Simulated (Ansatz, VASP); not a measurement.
One calculation of GaN, two programs

INCAR

```
ALGO = Normal
EDIFF = 1E-6
ENCUT = 520
GGA = PE
ISIF = 2
ISMEAR = -1
LASPH = T
LCHARG = F
LREAL = F
LWAVE = F
NBANDS = 16
NELM = 80
PREC = Accurate
SIGMA = 0.02
```

KPOINTS

```
k-points
0
Gamma
  10 10 10
```

POSCAR

```
GaN
1.0
   -0.0365827252      2.1141028138      2.1141028138
    2.1141028138     -0.0365827252      2.1141028138
    2.1141028138      2.1141028138     -0.0365827252
Ga N
1 1
Direct
    0.0000000000      0.0000000000      0.0000000000
    0.5000000000      0.5000000000      0.5000000000
```

Input for Ansatz:

```yaml
crystal:
  lattice:
    - [-0.0365827252, 2.1141028138, 2.1141028138]
    - [2.1141028138, -0.0365827252, 2.1141028138]
    - [2.1141028138, 2.1141028138, -0.0365827252]
  atoms:
    - { symbol: Ga, position: [0.0, 0.0, 0.0] }
    - { symbol: "N", position: [0.5, 0.5, 0.5] }
kpoints:
  mp_grid: { grid: [10, 10, 10] }
  band_path:
    path:
      - [0.0, 0.0, 0.0]
      - [0.5, 0.0, 0.5]
      - [0.625, 0.25, 0.625]
      - [0.375, 0.375, 0.75]
      - [0.5, 0.5, 0.5]
      - [0.5, 0.25, 0.75]
      - [0.0, 0.171875, -0.174479]
      - [0.0, 0.5, 0.5]
    npoints: 1
hamiltonian:
  xc: pbe
scf:
  occupations: { method: fermi_dirac, width: 0.02 }
  n_extra_bands: 4
output:
  forces: true
  stress: true
  eigenvalues: true
  write_density: true
  write_potential: true
  elf: true
  volumetric_format: npy
```

Change from the starting cell: epitaxial_111 strain +2.0%.

Alike in both runs: task single point; functional PBE; k mesh 10 × 10 × 10; occupations fermi-dirac, width 0.02 eV; no spin polarisation.

```csv
,VASP,Ansatz
version,VASP 6.6.1,Ansatz 0.2.0
potentials or method,"VASP PAW PBE potentials, release 64 (Ga_d, N)","plane waves, PAW"
plane-wave cutoff (eV),520,420
valence electrons in the cell,18,18
```

Ansatz gave:

* pressure (GPa): 0.6
* traceless stress, the component that is largest in VASP (GPa): 3.45

Q: Which values does VASP return?

A: Pressure (GPa): 1.3; traceless stress, the component that is largest in VASP (GPa): 3.45.
